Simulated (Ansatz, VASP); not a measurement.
Two plane-wave programs on AlN

```
Al N
1.0
     0.00000    2.03452    1.99383
     2.03452    0.00000    1.99383
     2.03452    2.03452    0.00000
Al N
1 1
Cartesian
  2.0345 2.0345 1.9938
  0.0000 0.0000 0.0000
```

Change from the starting cell: strain -0.0200 x Voigt [0, 0, 1, 0, 0, 0], atoms carried along.

Alike in both runs: task single point; functional PBEsol; k mesh 10 × 10 × 10; occupations gaussian, width 0.05 eV; no spin polarisation.

|  | VASP | Ansatz |
| --- | --- | --- |
| version | VASP 6.6.1 | Ansatz 0.2.0 |
| potentials or method | VASP PAW PBE potentials, release 64 (Al, N), cutoff 520 eV | scalar-relativistic, plane waves, PAW |
| valence electrons in the cell | 8 | 8 |

```csv
,VASP,Ansatz,Ansatz less VASP
gap on the k mesh at the Fermi level (eV),4.40,4.40,+0.006
least direct gap on the mesh (eV),5.63,5.61,-0.021
pressure (GPa),0.8,0.9,+0.09
"traceless stress, the component that is largest in VASP (GPa)",4.07,4.04,-0.028
```

VASP's potentials were made for PBE, not for PBEsol. The functional is the same, so the differences come from potentials, cutoffs and numerics.
